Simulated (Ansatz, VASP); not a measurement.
## One calculation of TiTe2, two programs

The input INCAR:

```
PREC     = Accurate       # precision mode
ENCUT    = 520            # plane-wave cutoff, eV
EDIFF    = 1E-6           # SCF threshold, eV
ISMEAR   = -1             # smearing method
SIGMA    = 0.02           # smearing width, eV
LREAL    = F              # projectors in reciprocal space
LASPH    = T              # aspherical terms in the spheres
NELM     = 80             # most SCF steps
ALGO     = Normal         # electronic algorithm
ISIF     = 2              # what is computed and relaxed
LWAVE    = F              # write WAVECAR
LCHARG   = F              # write CHGCAR
NBANDS   = 19             # bands
```

KPOINTS

```
regular mesh
0
Gamma
  6 6 4
```

POSCAR

```
TiTe2
1.0
    3.7903815437      0.0000000000      0.0000000000
   -1.8951907719      3.2825667069      0.0000000000
    0.0000000000      0.0000000000      6.5558879831
Ti Te
1 2
Direct
    0.0000000000      0.0000000000      0.0000000000
    0.6666666667      0.3333333333      0.2577957668
    0.3333333333      0.6666666667      0.7422042332
```

Input for Ansatz:

```yaml
crystal:
  lattice:
    - [3.7903815437, 0.0, 0.0]
    - [-1.8951907719, 3.2825667069, 0.0]
    - [0.0, 0.0, 6.5558879831]
  atoms:
    - { symbol: Ti, position: [0.0, 0.0, 0.0] }
    - { symbol: Te, position: [0.6666666667, 0.3333333333, 0.2577957668] }
    - { symbol: Te, position: [0.3333333333, 0.6666666667, 0.7422042332] }
kpoints:
  mp_grid: { grid: [6, 6, 4] }
hamiltonian:
  xc: lda
scf:
  occupations: { method: fermi_dirac, width: 0.02 }
  n_extra_bands: 4
output:
  forces: true
  stress: true
  eigenvalues: true
```

Alike in both runs: task single point; functional LDA; k mesh 6 × 6 × 4; occupations fermi-dirac, width 0.02 eV; no spin polarisation.

```csv
,VASP,Ansatz
version,VASP 6.6.1,Ansatz 0.2.0
potentials or method,"VASP PAW LDA potentials, release 64 (Ti_sv, Te)",plane waves
plane-wave cutoff (eV),520,420
valence electrons in the cell,24,44
```

```tsv
	VASP	Ansatz	Ansatz less VASP
pressure (GPa)	-4.1	-4.1	0.00
traceless stress, the component that is largest in VASP (GPa)	0.25	0.24	-0.006
rms of the force components (eV/Å)	0.093	0.108	+0.0149
```

LDA's correlation is that of Perdew and Zunger in VASP and of Perdew and Wang (1992) in Ansatz. Atom by atom the forces differ by 0.015 eV/Å (rms over components). VASP's potentials hold 24 valence electrons a cell and Ansatz's 44, so a difference there can come from the potentials and not from the codes.

Neither program's run includes spin-orbit coupling.
